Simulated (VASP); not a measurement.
The system is SrB.

```
Sr B
1.0
     0.00000    2.64974    2.64974
     2.64974    0.00000    2.64974
     2.64974    2.64974    0.00000
Sr B
1 1
Cartesian
  0.0000 0.0000 0.0000
  2.6497 2.6497 2.6497
```

- Program: VASP 6.6.1
- Task: relaxation of cell and atoms
- Functional: PBE
- Potentials or basis: VASP PAW PBE potentials, release 64 (Sr_sv, B)
- Cutoff: 600 eV
- k mesh: 6 × 6 × 6
- Occupations: gaussian, width 0.1 eV
- Spin: no spin polarisation

At the start: pressure 23.5 GPa; volume 18.60 Å³/atom.

Question: How do energy, volume and symmetry change on relaxing?

Answer: Over 3 steps the energy falls by 450.5 meV/atom and the volume is 26.49 Å³/atom (+42.4 %); space group Fm-3m (No. 225, to 0.05 Å).

Step by step:
```
step  energy change (eV)  largest force (eV/Å)  pressure (GPa)  volume (Å³)
   1              0.0000                0.0000           23.51        37.21
   2             -0.8996                0.0000           -0.53        53.93
   3             -0.9010                0.0000            0.09        52.99
```

Final structure:
```xyz
2
Lattice="0.0000 2.9811 2.9811 2.9811 0.0000 2.9811 2.9811 2.9811 0.0000" Properties=species:S:1:pos:R:3 pbc="T T T"
Sr    0.0000    0.0000    0.0000
B     2.9811    2.9811    2.9811
```

Caveat: the volume moved by over 15 % at a fixed basis, so the end points are rough.
